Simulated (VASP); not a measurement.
Here is a VASP 6.6.1 calculation.

The input INCAR:

```
ALGO = Normal
EDIFF = 1E-6
ENCUT = 500
GGA = PS
GGA_COMPAT = False
ISIF = 2
ISMEAR = -1
LASPH = True
LCHARG = True
LELF = True
LREAL = False
LVHAR = True
LWAVE = False
NBANDS = 12
NELM = 120
PREC = Accurate
SIGMA = 0.1
```

KPOINTS

```
k-points
0
Gamma
  15 15 15
```

POSCAR

```
Ga
1.0
   -1.6280998633      1.6280998633      1.6280998633
    1.6280998633     -1.6280998633      1.6280998633
    1.6280998633      1.6280998633     -1.6280998633
Ga
1
Direct
    0.0000000000      0.0000000000      0.0000000000
```

Potentials or basis: VASP PAW PBE potentials, release 64 (Ga_d).

Launch:

```console
$ cat potpaw_PBE.64/Ga_d/POTCAR > POTCAR
$ mpirun -np 1 vasp_std > vasp.out
```

(1) What does it give for the pressure?

## Answers

(1) 2.6 GPa.

Caveat: the PAW data sets were made with another functional, which shifts forces and pressure a little.
